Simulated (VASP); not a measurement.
# CsH (P4/mmm) in VASP: further runs

The runs below take CsH through single point, with LDA.

All numbers are computed with VASP 6.6.1; they aren't measurements. Logs are shortened: lines on timing, memory, paths and dates and some standing lists are left out, and cuts for length are marked.

**1. The cell of the first run**

The structure is tetragonal, space group P4/mmm (No. 123). The conventional cell has a = 3.818 Å, b = 3.818 Å, c = 3.589 Å, α = 90.00°, β = 90.00°, γ = 90.00°. Within 4.3 Å of Cs (site symmetry 4/mmm) lie 8 H at 3.24 Å and 6 Cs at 3.59 to 3.82 Å. Within 4.3 Å of H (site symmetry 4/mmm) lie 8 Cs at 3.24 Å and 6 H at 3.59 to 3.82 Å.

**2. Single point, LDA (strain -0.0600 x Voigt [0, 0, 1, 0, 0, 0])**

INCAR reads:

```
SYSTEM = CsH
PREC = Accurate ; ENCUT = 520
EDIFF = 1E-6 ; ISMEAR = 0
SIGMA = 0.05 ; LREAL = .FALSE.
LASPH = .TRUE. ; NELM = 60
ALGO = Normal ; ISIF = 2
LWAVE = .FALSE. ; LCHARG = .FALSE.
NBANDS = 12
```

KPOINTS reads:

```
regular mesh
0
G
  8 8 8
  0 0 0
```

POSCAR reads:

```
CsH
1.0
    3.8184085400      0.0000000000      0.0000000000
    0.0000000000      3.8184085400      0.0000000000
    0.0000000000      0.0000000000      3.5893040276
Cs H
1 1
Direct
    0.0000000000      0.0000000000      0.0000000000
    0.5000000000      0.5000000000      0.5000000000
```

Potentials or basis: VASP PAW LDA potentials, release 64 (Cs_sv, H).

Command:

```sh
$ cat potpaw_LDA.64/Cs_sv/POTCAR potpaw_LDA.64/H/POTCAR > POTCAR
$ mpirun -np 1 vasp_std > vasp.out
```

OUTCAR:

```text
SYSTEM = CsH
   PREC = Accurate
   ENCUT = 520
   EDIFF = 1E-6
   ISMEAR = 0
   LREAL = .FALSE.
   LASPH = .TRUE.
   NELM = 60
   ISIF = 2

 ion  position               nearest neighbor table
   1  0.000  0.000  0.000-
   2  0.500  0.500  0.500-

  LATTYP: Found a simple tetragonal cell.
 ALAT       =     3.8184085400
 C/A-ratio  =     0.9400000000

  Lattice vectors:

 A1 = (   3.8184085400,   0.0000000000,   0.0000000000)
 A2 = (   0.0000000000,   3.8184085400,   0.0000000000)
 A3 = (   0.0000000000,   0.0000000000,   3.5893040276)

Analysis of symmetry for initial positions (statically):
=====================================================================
 Subroutine PRICEL returns:
 Original cell was already a primitive cell.

 Routine SETGRP: Setting up the symmetry group for a
 simple tetragonal supercell.

 Subroutine GETGRP returns: Found 16 space group operations
 (whereof 16 operations were pure point group operations)
 out of a pool of 16 trial point group operations.

The static configuration has the point symmetry D_4h.

Analysis of symmetry for dynamics (positions and initial velocities):
=====================================================================
 Subroutine PRICEL returns:
 Original cell was already a primitive cell.

 Routine SETGRP: Setting up the symmetry group for a
 simple tetragonal supercell.

 Subroutine GETGRP returns: Found 16 space group operations
 (whereof 16 operations were pure point group operations)
 out of a pool of 16 trial point group operations.

The dynamic configuration has the point symmetry D_4h.

 Subroutine INISYM returns: Found 16 space group operations
 (whereof 16 operations are pure point group operations),
 and found     1 'primitive' translations

----------------------------------------------------------------------------------------

                                     Primitive cell

  volume of cell :      52.3329

  direct lattice vectors                    reciprocal lattice vectors
     3.818408540  0.000000000  0.000000000     0.261889211  0.000000000  0.000000000
     0.000000000  3.818408540  0.000000000     0.000000000  0.261889211  0.000000000
     0.000000000  0.000000000  3.589304028     0.000000000  0.000000000  0.278605544

  length of vectors
     3.818408540  3.818408540  3.589304028     0.261889211  0.261889211  0.278605544

  position of ions in fractional coordinates (direct lattice)
     0.000000000  0.000000000  0.000000000
     0.500000000  0.500000000  0.500000000

  ion indices of the primitive-cell ions
   primitive index   ion index
                 1           1
                 2           2

----------------------------------------------------------------------------------------

 KPOINTS: regular mesh

Automatic generation of k-mesh.
 Grid dimensions read from file:
 generate k-points for:    8    8    8

 Generating k-lattice:

  Cartesian coordinates                     Fractional coordinates (reciprocal lattice)
     0.032736151  0.000000000  0.000000000     0.125000000  0.000000000  0.000000000
     0.000000000  0.032736151  0.000000000     0.000000000  0.125000000  0.000000000
     0.000000000  0.000000000  0.034825693     0.000000000  0.000000000  0.125000000

  Length of vectors
     0.032736151  0.032736151  0.034825693

  Shift w.r.t. Gamma in fractional coordinates (k-lattice)
     0.000000000  0.000000000  0.000000000

 Subroutine IBZKPT returns following result:
 ===========================================

 Found     75 irreducible k-points:

 Following reciprocal coordinates:
            Coordinates               Weight
  0.000000  0.000000  0.000000      1.000000
  0.125000  0.000000  0.000000      4.000000
  0.250000  0.000000  0.000000      4.000000
  0.375000  0.000000  0.000000      4.000000
  0.500000  0.000000  0.000000      2.000000
  0.125000  0.125000  0.000000      4.000000
[... 16 lines left out ...]
  0.375000  0.125000  0.125000     16.000000
  0.500000  0.125000  0.125000      8.000000
 [... further k-points ...]
   k-points           NKPTS =     75   k-points in BZ     NKDIM =     75   number of bands    NBANDS=     12
   number of dos      NEDOS =    301   number of ions     NIONS =      2
   total plane-waves  NPLWV =  21952
   dimension x,y,z NGX =    28 NGY =   28 NGZ =   28
   dimension x,y,z NGXF=    56 NGYF=   56 NGZF=   56
   ions per type =               1   1
   NGX,Y,Z   is equivalent  to a cutoff of  12.19, 12.19, 12.97 a.u.
   NGXF,Y,Z  is equivalent  to a cutoff of  24.38, 24.38, 25.94 a.u.
 SYSTEM =  CsH
   PREC   = accura    normal or accurate (medium, high low for compatibility)
   ISTART =      0    job   : 0-new  1-cont  2-samecut
   ICHARG =      2    charge: 1-file 2-atom 10-const
   ISPIN  =      1    spin polarized calculation?
   LNONCOLLINEAR =      F non collinear calculations
   LSORBIT =      F    spin-orbit coupling
   LASPH  =      T    aspherical Exc in radial PAW
   ENCUT  =  520.0 eV  38.22 Ry    6.18 a.u.   7.10  7.10  6.67*2*pi/ulx,y,z
   NELM   =     60;   NELMIN=  2; NELMDL= -5     # of ELM steps
   EDIFF  = 0.1E-05   stopping-criterion for ELM
   LREAL  =      F    real-space projection
[... 7 lines left out ...]
   TEBEG  =    0.0;   TEEND  =   0.0 temperature during run
   PSTRESS=    0.0 pullay stress
   NELECT =      10.0000    total number of electrons
   NUPDOWN=      -1.0000    fix difference up-down
   EMIN   =  10.00;   EMAX   =-10.00  energy-range for DOS
   EFERMI =   0.00;   METHOD = LEGACY
   ISMEAR =     0;   SIGMA  =   0.05  broadening in eV -4-tet -1-fermi 0-gaus
   EFERMI_NEDOS =   21; number of points for ismear=-14 and -15
   IALGO  =     38    algorithm
   IMIX   =      4    mixing-type and parameters
     AMIX     =   0.40;   BMIX     =  1.00
     AMIX_MAG =   1.60;   BMIX_MAG =  1.00
  volume/ion in A,a.u.               =      26.17       176.58
  Fermi-wavevector in a.u.,A,eV,Ry     =   0.942938  1.781895 12.097377  0.889132
  Thomas-Fermi vector in A             =   2.070596
   LORBIT       =      0    0 simple, 1 ext, 2 COOP (PROOUT), +10 PAW based schemes
   GGA     = CA    functional components
   LHFCALC =     F    Hartree Fock is set to
   AEXX    =    0.0000 exact exchange contribution
   IVDW    =     0    specifies the selected vdW correction
   LEPSILON=     F    determine dielectric tensor
   LRPA    =     F    only Hartree local field effects (RPA)
 non-spin polarized calculation
 Gauss-broadening in eV      SIGMA  =   0.05
  energy-cutoff  :      520.00
  volume of cell :       52.33
 maximum number of plane-waves:      1432
   NGX = 15   NGY = 15   NGZ = 13

 number of electron      10.0000000 magnetization

 Free energy of the ion-electron system (eV)
  ---------------------------------------------------
  ext. energy  EPLUGINS =         0.00000000
  ---------------------------------------------------
  free energy    TOTEN  =        -4.91923675 eV

  energy without entropy =       -4.91923675  energy(sigma->0) =       -4.91923675

 E-fermi :   1.1968     XC(G=0):  -8.4251

 val. band max:        0.9273324662   @ k =   0.5000   0.5000   0.5000
 cond. band min:       3.1667082286   @ k =   0.5000   0.5000   0.5000
 fundamental gap:      2.2393757624
 Fermi energy:         1.1968462717

 k-point     1 :       0.0000    0.0000    0.0000
  band No.  band energies     occupation
      1     -20.9567      2.00000
      2      -6.9900      2.00000
      3      -6.9900      2.00000
      4      -6.6320      2.00000
      5      -1.2635      2.00000
      6       3.9095      0.00000
      7       4.0112      0.00000
      8       8.3820      0.00000
      9      10.1707      0.00000
     10      10.8223      0.00000
     11      10.8223      0.00000
     12      11.1165      0.00000

 k-point     2 :       0.1250    0.0000    0.0000
  band No.  band energies     occupation
      1     -20.9338      2.00000
      2      -7.2798      2.00000
      3      -6.9666      2.00000
      4      -6.6107      2.00000
      5      -0.9913      2.00000
      6       4.0724      0.00000
      7       4.2379      0.00000
      8       7.8534      0.00000
      9       9.0222      0.00000
     10       9.8378      0.00000
     11      10.8774      0.00000
     12      11.7164      0.00000

 k-point     3 :       0.2500    0.0000    0.0000
  band No.  band energies     occupation
      1     -20.8775      2.00000
      2      -7.8844      2.00000
      3      -6.9092      2.00000
      4      -6.5586      2.00000
      5      -0.3710      2.00000
      6       4.3130      0.00000
      7       4.4088      0.00000
      8       7.7854      0.00000
      9       7.8577      0.00000
     10       8.6621      0.00000
     11      11.0176      0.00000
     12      12.2225      0.00000

 k-point     4 :       0.3750    0.0000    0.0000
  band No.  band energies     occupation
      1     -20.8198      2.00000
      2      -8.4003      2.00000
      3      -6.8503      2.00000
      4      -6.5053      2.00000
      5       0.3183      2.00000
      6       3.7267      0.00000
      7       4.5885      0.00000
      8       6.9734      0.00000
      9       7.8775      0.00000
     10       9.5622      0.00000
     11      11.0811      0.00000
     12      11.1697      0.00000

 k-point     5 :       0.5000    0.0000    0.0000
  band No.  band energies     occupation
      1     -20.7955      2.00000
      2      -8.5956      2.00000
      3      -6.8254      2.00000
      4      -6.4828      2.00000
      5       0.6914      2.00000
      6       3.2635      0.00000
      7       4.7188      0.00000
      8       6.6917      0.00000
      9       7.6044      0.00000
     10      10.5015      0.00000
     11      11.2368      0.00000
     12      11.7606      0.00000

 k-point     6 :       0.1250    0.1250    0.0000
  band No.  band energies     occupation
      1     -20.9110      2.00000
      2      -7.2904      2.00000
      3      -7.2091      2.00000
      4      -6.5897      2.00000
      5      -0.7553      2.00000
      6       4.2377      0.00000
      7       4.4949      0.00000
      8       7.1243      0.00000
      9       9.1892      0.00000
     10       9.6597      0.00000
     11      10.3054      0.00000
     12      11.0443      0.00000

 k-point     7 :       0.2500    0.1250    0.0000
  band No.  band energies     occupation
      1     -20.8552      2.00000
      2      -7.8484      2.00000
      3      -7.1726      2.00000
      4      -6.5382      2.00000
      5      -0.2436      2.00000
      6       4.3465      0.00000
      7       4.8357      0.00000
      8       6.8400      0.00000
      9       8.6416      0.00000
     10       8.7268      0.00000
     11      10.2904      0.00000
     12      11.4592      0.00000

 k-point     8 :       0.3750    0.1250    0.0000
  band No.  band energies     occupation
      1     -20.7980      2.00000
      2      -8.3557      2.00000
      3      -7.1006      2.00000
      4      -6.4855      2.00000
      5       0.2614      2.00000
      6       3.9516      0.00000
      7       4.9119      0.00000
      8       6.7978      0.00000
      9       7.9726      0.00000
     10       9.6316      0.00000
     11      10.4783      0.00000
     12      11.6055      0.00000
[... 166 lines left out ...]
 k-point    20 :       0.5000    0.0000    0.1250
  band No.  band energies     occupation
      1     -20.7568      2.00000
      2      -8.5306      2.00000
      3      -6.8622      2.00000
      4      -6.7901      2.00000
      5       0.5529      2.00000
      6       3.6315      0.00000
      7       5.2647      0.00000
      8       6.8255      0.00000
      9       6.9756      0.00000
     10      10.1880      0.00000
     11      11.2020      0.00000
     12      11.7307      0.00000

 k-point    21 :       0.1250    0.1250    0.1250
  band No.  band energies     occupation
      1     -20.8713      2.00000
      2      -7.2555      2.00000
      3      -7.1682      2.00000
      4      -6.9912      2.00000
      5      -0.5436      2.00000
      6       4.6029      0.00000
      7       4.8225      0.00000
      8       6.9289      0.00000
      9       8.6673      0.00000
     10       8.7590      0.00000
     11       9.6503      0.00000
     12      12.4625      0.00000

 k-point    22 :       0.2500    0.1250    0.1250
  band No.  band energies     occupation
      1     -20.8160      2.00000
      2      -7.7962      2.00000
      3      -7.1350      2.00000
      4      -6.9296      2.00000
      5      -0.1219      2.00000
      6       4.8584      0.00000
      7       5.0345      0.00000
      8       6.9306      0.00000
      9       7.5068      0.00000
     10       8.8762      0.00000
     11       9.2772      0.00000
     12      12.2768      0.00000

 k-point    23 :       0.3750    0.1250    0.1250
  band No.  band energies     occupation
      1     -20.7592      2.00000
      2      -8.2950      2.00000
      3      -7.0636      2.00000
      4      -6.8648      2.00000
      5       0.2589      2.00000
      6       4.3551      0.00000
      7       5.2818      0.00000
      8       6.4072      0.00000
      9       7.9767      0.00000
     10       9.2013      0.00000
     11       9.5580      0.00000
     12      12.3236      0.00000

 k-point    24 :       0.5000    0.1250    0.1250
  band No.  band energies     occupation
      1     -20.7353      2.00000
      2      -8.4852      2.00000
      3      -7.0331      2.00000
      4      -6.8372      2.00000
      5       0.4174      2.00000
      6       4.0880      0.00000
      7       5.4788      0.00000
      8       6.0227      0.00000
      9       7.8632      0.00000
     10       9.4286      0.00000
     11      10.7129      0.00000
     12      12.2730      0.00000

 [... further k-points ...]
[... 5 lines left out ...]
  --------------------------------------------------------------------------------------
  -------------------------------------------------------------------------------------
  Total       -0.6709129     -0.6709129      0.2312853      0.0000000      0.0000000     -0.0000000
  in kB      -20.5400601    -20.5400601      7.0808199      0.0000000      0.0000000     -0.0000000
  external PRESSURE =     -11.3331001 kB  Pullay stress =       0.0000000 kB

 VOLUME and BASIS-vectors are now :
 -----------------------------------------------------------------------------
  energy-cutoff  :      520.00
  volume of cell :       52.33
      direct lattice vectors                 reciprocal lattice vectors
     3.818408540  0.000000000  0.000000000     0.261889211  0.000000000  0.000000000
     0.000000000  3.818408540  0.000000000     0.000000000  0.261889211  0.000000000
     0.000000000  0.000000000  3.589304028     0.000000000  0.000000000  0.278605544

 POSITION                                       TOTAL-FORCE (eV/Angst)
 -----------------------------------------------------------------------------------
      0.00000      0.00000      0.00000         0.000000      0.000000      0.000000
      1.90920      1.90920      1.79465         0.000000      0.000000      0.000000
 -----------------------------------------------------------------------------------
    total drift:                                0.000000      0.000000      0.000000

  FREE ENERGIE OF THE ION-ELECTRON SYSTEM (eV)
  ---------------------------------------------------
  free  energy   TOTEN  =        -4.9192367485 eV

  energy  without entropy=       -4.9192367485  energy(sigma->0) =       -4.91923675
```

It took 29 s on 1 thread of AMD EPYC 7R43 (Zen 3), shared host; peak memory 0.13 GiB.

What came out:

```yaml
Free_energy: -4.9192 eV
Pressure: -1.1 GPa
Band_gap_on_the_k_mesh: 2.24 eV, direct
```

Stress tensor (GPa, compression positive):
```
-2.05  0.00  0.00
 0.00 -2.05  0.00
 0.00  0.00  0.71
```

Caveat: the cell differs from its parent crystal (strain -0.0600 x Voigt [0, 0, 1, 0, 0, 0]); spin-orbit coupling is left out, which moves the levels of the heavy elements. A k mesh can miss the band edges.

**3. Single point, LDA (strain -0.0450 x Voigt [0, 0, 1, 0, 0, 0])**

INCAR reads:

```
PREC = Accurate ; ENCUT = 520
EDIFF = 1E-7 ; ISMEAR = 0
SIGMA = 0.05 ; LREAL = F
LASPH = T ; NELM = 60
ALGO = Normal ; ISIF = 2
LWAVE = F ; LCHARG = T
LELF = T ; LVHAR = T
NBANDS = 12
```

KPOINTS reads:

```
regular mesh
0
Gamma
  8 8 8
```

POSCAR, as its differences from that of step 2:

```diff
@@ -4,3 +4,3 @@
     0.0000000000      3.8184085400      0.0000000000
-    0.0000000000      0.0000000000      3.5893040276
+    0.0000000000      0.0000000000      3.6465801557
 Cs H
```

Potentials or basis: VASP PAW LDA potentials, release 64 (Cs_sv, H).

Command:

```sh
$ cat potpaw_LDA.64/Cs_sv/POTCAR potpaw_LDA.64/H/POTCAR > POTCAR
$ mpirun -np 1 vasp_std > vasp.out
```

Wall time 30 s (1 thread of AMD EPYC 7R43 (Zen 3), shared host); peak memory 0.13 GiB.

The run converged. Its results:

```yaml
Free_energy: -4.9210 eV
Pressure: -1.4 GPa
Band_gap_on_the_k_mesh: 2.29 eV, direct
```

Stress tensor (GPa, compression positive):
```
-2.02  0.00  0.00
 0.00 -2.02  0.00
 0.00  0.00 -0.07
```

Levels at points of the mesh, in eV from the valence-band top:
| k point | band 2 | band 3 | band 4 | band 5 | band 6 | band 7 | band 8 | band 9 |
| --- | --- | --- | --- | --- | --- | --- | --- | --- |
| (0.00, 0.00, 0.00) | -7.91 | -7.91 | -7.66 | -2.17 | 3.01 | 3.08 | 7.33 | 9.26 |
| (0.50, 0.00, 0.00) | -9.51 | -7.75 | -7.51 | -0.24 | 2.32 | 3.81 | 5.80 | 6.46 |
| (0.50, 0.50, 0.00) | -9.17 | -9.17 | -7.37 | -1.50 | 4.08 | 6.73 | 6.73 | 6.77 |
| (0.00, 0.00, 0.50) | -9.74 | -7.67 | -7.67 | -0.19 | 2.47 | 4.03 | 5.66 | 5.66 |
| (0.50, 0.00, 0.50) | -9.42 | -9.07 | -7.53 | -1.40 | 4.28 | 6.15 | 6.56 | 6.74 |
| (0.50, 0.50, 0.50) | -9.18 | -8.83 | -8.83 | 0.00 | 2.29 | 2.29 | 2.62 | 11.53 |

Caveat: the cell differs from its parent crystal (strain -0.0450 x Voigt [0, 0, 1, 0, 0, 0]); spin-orbit coupling is left out, which moves the levels of the heavy elements. A k mesh can miss the band edges.

(Continued in part 2 of 2.)
